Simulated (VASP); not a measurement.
# Si2W (I4/mmm) in VASP: a series of runs

Runs on Si2W. Level: LDA. Tasks: single point.

Everything below comes from runs of VASP 6.6.1. Logs are shortened: lines on timing, memory, paths and dates and some standing lists are left out, and cuts for length are marked.

**1. The cell of the first run**

The structure is tetragonal, space group I4/mmm (No. 139). The conventional cell has a = 3.143 Å, b = 3.143 Å, c = 7.667 Å, α = 90.00°, β = 90.00°, γ = 90.00°. Si (site symmetry 4mm) has 9 Si at 2.54 to 3.14 Å and 5 W at 2.56 to 2.57 Å within 3.3 Å. Within 3.4 Å of W (site symmetry 4/mmm) lie 10 Si at 2.56 to 2.57 Å and 4 W at 3.14 Å.

**2. Single point, LDA (12.62 Å³/atom)**

Contents of INCAR:

```
SYSTEM = Si2W
PREC = Accurate ; ENCUT = 520
EDIFF = 1E-6 ; ISMEAR = 0
SIGMA = 0.15 ; LREAL = .FALSE.
LASPH = .TRUE. ; NELM = 100
ALGO = Normal ; ISIF = 2
LWAVE = .FALSE. ; LCHARG = .FALSE.
NBANDS = 18
```

Contents of KPOINTS:

```
regular mesh
0
G
  20 20 20
  0 0 0
```

Contents of POSCAR:

```
Si2W
1.0
   -1.5713287396      1.5713287396      3.8337246960
    1.5713287396     -1.5713287396      3.8337246960
    1.5713287396      1.5713287396     -3.8337246960
Si W
2 1
Direct
    0.3346644983      0.3346644983      0.0000000000
    0.6653355017      0.6653355017      0.0000000000
    0.0000000000      0.0000000000      0.0000000000
```

Potentials or basis: VASP PAW LDA potentials, release 64 (Si, W_sv).

Command:

```console
$ cat potpaw_LDA.64/Si/POTCAR potpaw_LDA.64/W_sv/POTCAR > POTCAR
$ mpirun -np 1 vasp_std > vasp.out
```

OUTCAR:

```text
SYSTEM = Si2W
   PREC = Accurate
   ENCUT = 520
   EDIFF = 1E-6
   ISMEAR = 0
   LREAL = .FALSE.
   LASPH = .TRUE.
   NELM = 100
   ISIF = 2

 ion  position               nearest neighbor table
   1  0.335  0.335  0.000-   2 2.54   3 2.56   3 2.56   3 2.56   3 2.56   3 2.57   2 2.57   2 2.57
                             2 2.57   2 2.57
   2  0.665  0.665  0.000-   1 2.54   3 2.56   3 2.56   3 2.56   3 2.56   3 2.57   1 2.57   1 2.57
                             1 2.57   1 2.57
   3  0.000  0.000  0.000-   2 2.56   1 2.56   2 2.56   1 2.56   2 2.56   1 2.56   1 2.56   2 2.56
                             1 2.57   2 2.57

  LATTYP: Found a body centered tetragonal cell.
 ALAT       =     3.1426574792
 C/A-ratio  =     2.4397979871

  Lattice vectors:

 A1 = (  -1.5713287396,   1.5713287396,   3.8337246960)
 A2 = (   1.5713287396,  -1.5713287396,   3.8337246960)
 A3 = (   1.5713287396,   1.5713287396,  -3.8337246960)

Analysis of symmetry for initial positions (statically):
=====================================================================
 Subroutine PRICEL returns:
 Original cell was already a primitive cell.

 Routine SETGRP: Setting up the symmetry group for a
 body centered tetragonal supercell.

 Subroutine GETGRP returns: Found 16 space group operations
 (whereof 16 operations were pure point group operations)
 out of a pool of 16 trial point group operations.

The static configuration has the point symmetry D_4h.

Analysis of symmetry for dynamics (positions and initial velocities):
=====================================================================
 Subroutine PRICEL returns:
 Original cell was already a primitive cell.

 Routine SETGRP: Setting up the symmetry group for a
 body centered tetragonal supercell.

 Subroutine GETGRP returns: Found 16 space group operations
 (whereof 16 operations were pure point group operations)
 out of a pool of 16 trial point group operations.

The dynamic configuration has the point symmetry D_4h.

 Subroutine INISYM returns: Found 16 space group operations
 (whereof 16 operations are pure point group operations),
 and found     1 'primitive' translations

----------------------------------------------------------------------------------------

                                     Primitive cell

  volume of cell :      37.8630

  direct lattice vectors                    reciprocal lattice vectors
    -1.571328740  1.571328740  3.833724696     0.000000000  0.318202033  0.130421467
     1.571328740 -1.571328740  3.833724696     0.318202033  0.000000000  0.130421467
     1.571328740  1.571328740 -3.833724696     0.318202033  0.318202033  0.000000000

  length of vectors
     4.431206727  4.431206727  4.431206727     0.343892851  0.343892851  0.450005631

  position of ions in fractional coordinates (direct lattice)
     0.334664498  0.334664498  0.000000000
     0.665335502  0.665335502  0.000000000
     0.000000000  0.000000000  0.000000000

  ion indices of the primitive-cell ions
   primitive index   ion index
                 1           1
                 2           2
                 3           3

----------------------------------------------------------------------------------------

 KPOINTS: regular mesh

Automatic generation of k-mesh.
 Grid dimensions read from file:
 generate k-points for:   20   20   20

 Generating k-lattice:

  Cartesian coordinates                     Fractional coordinates (reciprocal lattice)
     0.000000000  0.015910102  0.006521073     0.050000000  0.000000000 -0.000000000
     0.015910102  0.000000000  0.006521073     0.000000000  0.050000000 -0.000000000
     0.015910102  0.015910102  0.000000000     0.000000000  0.000000000  0.050000000

  Length of vectors
     0.017194643  0.017194643  0.022500282

  Shift w.r.t. Gamma in fractional coordinates (k-lattice)
     0.000000000  0.000000000  0.000000000

 Subroutine IBZKPT returns following result:
 ===========================================

 Found    641 irreducible k-points:

 Following reciprocal coordinates:
            Coordinates               Weight
  0.000000  0.000000  0.000000      1.000000
  0.050000  0.000000  0.000000      8.000000
  0.100000 -0.000000  0.000000      8.000000
  0.150000 -0.000000  0.000000      8.000000
  0.200000 -0.000000  0.000000      8.000000
  0.250000 -0.000000  0.000000      8.000000
[... 16 lines left out ...]
 -0.400000  0.050000 -0.000000     16.000000
 -0.350000  0.050000 -0.000000     16.000000
 [... further k-points ...]
   k-points           NKPTS =    641   k-points in BZ     NKDIM =    641   number of bands    NBANDS=     18
   number of dos      NEDOS =    301   number of ions     NIONS =      3
   total plane-waves  NPLWV =  46656
   dimension x,y,z NGX =    36 NGY =   36 NGZ =   36
   dimension x,y,z NGXF=    72 NGYF=   72 NGZF=   72
   ions per type =               2   1
   NGX,Y,Z   is equivalent  to a cutoff of  13.51, 13.51, 13.51 a.u.
   NGXF,Y,Z  is equivalent  to a cutoff of  27.01, 27.01, 27.01 a.u.
 SYSTEM =  Si2W
   PREC   = accura    normal or accurate (medium, high low for compatibility)
   ISTART =      0    job   : 0-new  1-cont  2-samecut
   ICHARG =      2    charge: 1-file 2-atom 10-const
   ISPIN  =      1    spin polarized calculation?
   LNONCOLLINEAR =      F non collinear calculations
   LSORBIT =      F    spin-orbit coupling
   LASPH  =      T    aspherical Exc in radial PAW
   ENCUT  =  520.0 eV  38.22 Ry    6.18 a.u.   8.24  8.24  8.24*2*pi/ulx,y,z
   NELM   =    100;   NELMIN=  2; NELMDL= -5     # of ELM steps
   EDIFF  = 0.1E-05   stopping-criterion for ELM
   LREAL  =      F    real-space projection
   EDIFFG = 0.1E-04   stopping-criterion for IOM
   NSW    =      0    number of steps for IOM
   IBRION =     -1    ionic relax: 0-MD 1-quasi-New 2-CG
   NFREE  =      0    steps in history (QN), initial steepest desc. (CG)
   ISIF   =      2    stress and relaxation
   ISYM   =      2    0-nonsym 1-usesym 2-fastsym
   POTIM  = 0.5000    time-step for ionic-motion
   TEBEG  =    0.0;   TEEND  =   0.0 temperature during run
   PSTRESS=    0.0 pullay stress
   NELECT =      22.0000    total number of electrons
   NUPDOWN=      -1.0000    fix difference up-down
   EMIN   =  10.00;   EMAX   =-10.00  energy-range for DOS
   EFERMI =   0.00;   METHOD = LEGACY
   ISMEAR =     0;   SIGMA  =   0.15  broadening in eV -4-tet -1-fermi 0-gaus
   EFERMI_NEDOS =   21; number of points for ismear=-14 and -15
   IALGO  =     38    algorithm
   IMIX   =      4    mixing-type and parameters
     AMIX     =   0.40;   BMIX     =  1.00
     AMIX_MAG =   1.60;   BMIX_MAG =  1.00
  volume/ion in A,a.u.               =      12.62        85.17
  Fermi-wavevector in a.u.,A,eV,Ry     =   1.366084  2.581524 25.390993  1.866185
  Thomas-Fermi vector in A             =   2.492256
   LORBIT       =      0    0 simple, 1 ext, 2 COOP (PROOUT), +10 PAW based schemes
   GGA     = CA    functional components
   LHFCALC =     F    Hartree Fock is set to
   AEXX    =    0.0000 exact exchange contribution
   IVDW    =     0    specifies the selected vdW correction
   LEPSILON=     F    determine dielectric tensor
   LRPA    =     F    only Hartree local field effects (RPA)
 non-spin polarized calculation
 Gauss-broadening in eV      SIGMA  =   0.15
  energy-cutoff  :      520.00
  volume of cell :       37.86
 maximum number of plane-waves:      1037
 NGX is ok and might be reduce to    36
   NGX = 17   NGY = 17   NGZ = 17

 number of electron      22.0000001 magnetization

 Free energy of the ion-electron system (eV)
  ---------------------------------------------------
  ext. energy  EPLUGINS =         0.00000000
  ---------------------------------------------------
  free energy    TOTEN  =       -27.29755271 eV

  energy without entropy =      -27.29511072  energy(sigma->0) =      -27.29633171

 E-fermi :  12.8476     XC(G=0): -12.9607

 val. band max:       12.8468405615   @ k =  -0.1500  -0.2500   0.1500
 cond. band min:      12.8536557135   @ k =  -0.2000  -0.3000   0.2000
 fundamental gap:      0.0068151519
 Fermi energy:        12.8475833064

 k-point     1 :       0.0000    0.0000    0.0000
  band No.  band energies     occupation
      1     -60.3973      2.00000
      2     -24.9938      2.00000
      3     -24.9296      2.00000
      4     -24.9296      2.00000
      5      -1.6843      2.00000
      6       5.6077      2.00000
[... 10 lines left out ...]
     17      18.9771      0.00000
     18      18.9771      0.00000

 k-point     2 :       0.0500    0.0000    0.0000
  band No.  band energies     occupation
      1     -60.3971      2.00000
      2     -24.9933      2.00000
      3     -24.9369      2.00000
      4     -24.9289      2.00000
      5      -1.6333      2.00000
      6       5.6193      2.00000
[... 10 lines left out ...]
     17      18.9775      0.00000
     18      19.1630      0.00000

 k-point     3 :       0.1000   -0.0000    0.0000
  band No.  band energies     occupation
      1     -60.3963      2.00000
      2     -24.9917      2.00000
      3     -24.9578      2.00000
      4     -24.9270      2.00000
      5      -1.4811      2.00000
      6       5.6477      2.00000
[... 10 lines left out ...]
     17      19.0080      0.00000
     18      19.6194      0.00000

 k-point     4 :       0.1500   -0.0000    0.0000
  band No.  band energies     occupation
      1     -60.3950      2.00000
      2     -24.9912      2.00000
      3     -24.9885      2.00000
      4     -24.9241      2.00000
      5      -1.2310      2.00000
      6       5.6701      2.00000
[... 375 lines left out ...]
      4     -24.9101      2.00000
      5       1.8538      2.00000
      6       3.4276      2.00000
[... 10 lines left out ...]
     17      20.1684      0.00000
     18      20.6409      0.00000

 k-point    23 :      -0.4000    0.0500   -0.0000
  band No.  band energies     occupation
      1     -60.3870      2.00000
      2     -25.1907      2.00000
      3     -24.9725      2.00000
      4     -24.9120      2.00000
      5       1.1961      2.00000
      6       4.0778      2.00000
[... 10 lines left out ...]
     17      20.3190      0.00000
     18      21.4664      0.00000

 k-point    24 :      -0.3500    0.0500   -0.0000
  band No.  band energies     occupation
      1     -60.3882      2.00000
      2     -25.1593      2.00000
      3     -24.9748      2.00000
      4     -24.9150      2.00000
      5       0.5758      2.00000
      6       4.6980      2.00000
[... 10 lines left out ...]
     17      20.5388      0.00000
     18      21.8512      0.00000

 [... further k-points ...]
[... 5 lines left out ...]
  --------------------------------------------------------------------------------------
  -------------------------------------------------------------------------------------
  Total        2.6380563      2.6380563      2.9843817      0.0000000     -0.0000000     -0.0000000
  in kB      111.6296650    111.6296650    126.2844644      0.0000000     -0.0000000     -0.0000000
  external PRESSURE =     116.5145981 kB  Pullay stress =       0.0000000 kB

 VOLUME and BASIS-vectors are now :
 -----------------------------------------------------------------------------
  energy-cutoff  :      520.00
  volume of cell :       37.86
      direct lattice vectors                 reciprocal lattice vectors
    -1.571328740  1.571328740  3.833724696     0.000000000  0.318202033  0.130421467
     1.571328740 -1.571328740  3.833724696     0.318202033  0.000000000  0.130421467
     1.571328740  1.571328740 -3.833724696     0.318202033  0.318202033  0.000000000

 POSITION                                       TOTAL-FORCE (eV/Angst)
 -----------------------------------------------------------------------------------
      0.00000      0.00000      2.56602         0.000000      0.000000     -0.126199
      0.00000      0.00000      5.10143         0.000000      0.000000      0.126199
      0.00000      0.00000      0.00000        -0.000000     -0.000000      0.000000
 -----------------------------------------------------------------------------------
    total drift:                               -0.000000     -0.000000      0.000000

  FREE ENERGIE OF THE ION-ELECTRON SYSTEM (eV)
  ---------------------------------------------------
  free  energy   TOTEN  =       -27.2975527065 eV

  energy  without entropy=      -27.2951107191  energy(sigma->0) =      -27.29633171
```

Wall time 3.4 min (1 thread of Intel Xeon 6975P-C (Granite Rapids), shared host); peak memory 0.5 GiB.

Results:

```
Free energy            : -27.2976 eV
Pressure               : 11.7 GPa
Largest force          : 0.126 eV/Å
Band gap on the k mesh : zero (bands 11 and 12 overlap by 1.37 eV)
```

Forces on the atoms (eV/Å):
```
Si   0.000  0.000 -0.126
Si   0.000  0.000  0.126
W    0.000  0.000  0.000
```

Caveat: the cell stands under pressure; spin-orbit coupling is left out, which moves the levels of the heavy elements.

**3. Single point, LDA (13.15 Å³/atom)**

This run uses another cell than the first one, of 13.15 Å³/atom.

Contents of INCAR:

```
SYSTEM = Si2W
  PREC = Accurate
  ENCUT = 520
  EDIFF = 1E-7
  ISMEAR = 0
  SIGMA = 0.15
  LREAL = .False.
  LASPH = .True.
  NELM = 80
  ALGO = Normal
  ISIF = 2
  LWAVE = .False.
  LCHARG = .False.
  GGA = CA
  NBANDS = 18
```

Contents of KPOINTS:

```
Automatic mesh
0
Gamma
  20 20 20
  0 0 0
```

Contents of POSCAR:

```
Si2W
1.0
   -1.5609663607      1.5609663607      4.0466491935
    1.5609663607     -1.5609663607      4.0466491935
    1.5609663607      1.5609663607     -4.0466491935
Si W
2 1
Direct
    0.3346644983      0.3346644983      0.0000000000
    0.6653355017      0.6653355017      0.0000000000
    0.0000000000      0.0000000000      0.0000000000
```

Potentials or basis: VASP PAW LDA potentials, release 64 (Si, W_sv).

Command:

```console
$ cat potpaw_LDA.64/Si/POTCAR potpaw_LDA.64/W_sv/POTCAR > POTCAR
$ mpirun -np 1 vasp_std > vasp.out
```

OUTCAR:

```text
SYSTEM = Si2W
   PREC = Accurate
   ENCUT = 520
   EDIFF = 1E-7
   ISMEAR = 0
   LREAL = .False.
   LASPH = .True.
   NELM = 80
   ISIF = 2
   GGA = CA

 ion  position               nearest neighbor table
   1  0.335  0.335  0.000-   3 2.58   3 2.58   3 2.58   3 2.58   2 2.60   2 2.60   2 2.60   2 2.60
                             2 2.68   3 2.71
   2  0.665  0.665  0.000-   3 2.58   3 2.58   3 2.58   3 2.58   1 2.60   1 2.60   1 2.60   1 2.60
                             1 2.68   3 2.71
   3  0.000  0.000  0.000-   2 2.58   1 2.58   2 2.58   1 2.58   2 2.58   1 2.58   1 2.58   2 2.58
                             1 2.71   2 2.71

[... 703 lines left out ...]
  --------------------------------------------------------------------------------------
  -------------------------------------------------------------------------------------
  Total        2.0316617      2.0316617     -3.7462461      0.0000000     -0.0000000     -0.0000000
  in kB       82.5314235     82.5314235   -152.1823365      0.0000000     -0.0000000     -0.0000000
  external PRESSURE =       4.2935035 kB  Pullay stress =       0.0000000 kB

 VOLUME and BASIS-vectors are now :
 -----------------------------------------------------------------------------
  energy-cutoff  :      520.00
  volume of cell :       39.44
      direct lattice vectors                 reciprocal lattice vectors
    -1.560966361  1.560966361  4.046649194     0.000000000  0.320314398  0.123559018
     1.560966361 -1.560966361  4.046649194     0.320314398  0.000000000  0.123559018
     1.560966361  1.560966361 -4.046649194     0.320314398  0.320314398  0.000000000

 POSITION                                       TOTAL-FORCE (eV/Angst)
 -----------------------------------------------------------------------------------
      0.00000      0.00000      2.70854        -0.000000     -0.000000      0.025405
      0.00000      0.00000      5.38476         0.000000      0.000000     -0.025405
      0.00000      0.00000      0.00000         0.000000      0.000000     -0.000000
 -----------------------------------------------------------------------------------
    total drift:                               -0.000000     -0.000000      0.000000

  FREE ENERGIE OF THE ION-ELECTRON SYSTEM (eV)
  ---------------------------------------------------
  free  energy   TOTEN  =       -27.2350737988 eV

  energy  without entropy=      -27.2303344557  energy(sigma->0) =      -27.23270413
```

Run time: 3.9 min. Hardware: 1 thread of Intel Xeon 6975P-C (Granite Rapids), shared host; peak memory 0.51 GiB.

What came out:

```yaml
Free_energy: -27.2351 eV
Pressure: 0.4 GPa
Largest_force: 0.025 eV/Å
Band_gap_on_the_k_mesh: zero (bands 11 and 12 overlap by 1.49 eV)
```

Forces in eV/Å, atoms in the order of the input:
```
Si   0.000  0.000  0.025
Si   0.000  0.000 -0.025
W    0.000  0.000  0.000
```

Stress tensor (GPa, compression positive):
```
  8.25   0.00   0.00
  0.00   8.25   0.00
  0.00   0.00 -15.22
```

Levels at points of the mesh, in eV from the Fermi level:
| k point | band 7 | band 8 | band 9 | band 10 | band 11 | band 12 | band 13 | band 14 | band 15 | band 16 |
| --- | --- | --- | --- | --- | --- | --- | --- | --- | --- | --- |
| (0.00, 0.00, 0.00) | -4.53 | -3.64 | -2.67 | -2.67 | 0.93 | 2.91 | 3.22 | 3.57 | 3.57 | 4.12 |
| (0.50, 0.00, 0.00) | -6.12 | -5.03 | -3.08 | -2.60 | -0.34 | 3.01 | 3.15 | 3.32 | 3.95 | 5.57 |
| (0.50, 0.50, 0.00) | -6.02 | -5.50 | -5.04 | -3.82 | -1.65 | 2.26 | 3.12 | 3.16 | 3.31 | 4.21 |
| (0.50, 0.50, 0.50) | -4.05 | -2.67 | -0.65 | -0.65 | -0.44 | -0.44 | 1.06 | 3.42 | 4.69 | 5.87 |

Caveat: the stress differs along the axes, from -15 to 8 GPa; spin-orbit coupling is left out, which moves the levels of the heavy elements.

**4. Single point, LDA (13.15 Å³/atom)**

This run uses another cell than the first one, of 13.15 Å³/atom.

Contents of INCAR:

```
  PREC = Accurate
  ENCUT = 520
  EDIFF = 1E-7
  ISMEAR = 0
  SIGMA = 0.15
  LREAL = F
  LASPH = T
  NELM = 100
  ALGO = Normal
  ISIF = 2
  LWAVE = F
  LCHARG = F
  NBANDS = 18
```

Contents of KPOINTS:

```
regular mesh
0
Gamma
  20 20 20
```

Contents of POSCAR:

```
Si2W
1.0
   -1.6253902266      1.6253902266      3.7322210384
    1.6253902266     -1.6253902266      3.7322210384
    1.6253902266      1.6253902266     -3.7322210384
Si W
2 1
Direct
    0.3346644983      0.3346644983      0.0000000000
    0.6653355017      0.6653355017      0.0000000000
    0.0000000000      0.0000000000      0.0000000000
```

Command:

```console
$ cat potpaw_LDA.64/Si/POTCAR potpaw_LDA.64/W_sv/POTCAR > POTCAR
$ mpirun -np 1 vasp_std > vasp.out
```

Wall time 4.6 min (1 thread of Intel Xeon 6975P-C (Granite Rapids), shared host); peak memory 0.51 GiB.

The run converged. Its results:

* Free energy: -27.2150 eV
* Pressure: 3.1 GPa
* Largest force: 0.014 eV/Å
* Band gap on the k mesh: zero (bands 11 and 12 overlap by 0.93 eV)

Forces in eV/Å, atoms in the order of the input:
```
Si   0.000  0.000  0.014
Si   0.000  0.000 -0.014
W    0.000  0.000  0.000
```

Stress tensor (GPa, compression positive):
```
-6.74  0.00  0.00
 0.00 -6.74  0.00
 0.00  0.00 22.70
```

Levels at points of the mesh, in eV from the Fermi level:
| k point | band 8 | band 9 | band 10 | band 11 | band 12 | band 13 | band 14 | band 15 |
| --- | --- | --- | --- | --- | --- | --- | --- | --- |
| (0.00, 0.00, 0.00) | -3.03 | -3.03 | -2.72 | 0.41 | 2.77 | 2.89 | 2.89 | 3.06 |
| (0.50, 0.00, 0.00) | -4.56 | -3.02 | -2.58 | -0.50 | 2.53 | 2.66 | 4.66 | 5.06 |
| (0.50, 0.50, 0.00) | -5.29 | -5.02 | -2.77 | -1.60 | 2.83 | 3.01 | 3.71 | 4.77 |
| (0.50, 0.50, 0.50) | -2.68 | -1.05 | -1.05 | -0.30 | -0.30 | 0.67 | 5.58 | 5.80 |

Caveat: the stress differs along the axes, from -7 to 23 GPa; spin-orbit coupling is left out, which moves the levels of the heavy elements.

[end of part 1 of 2]

The gap in the log of VASP goes by the Fermi energy; the results here count the filled bands.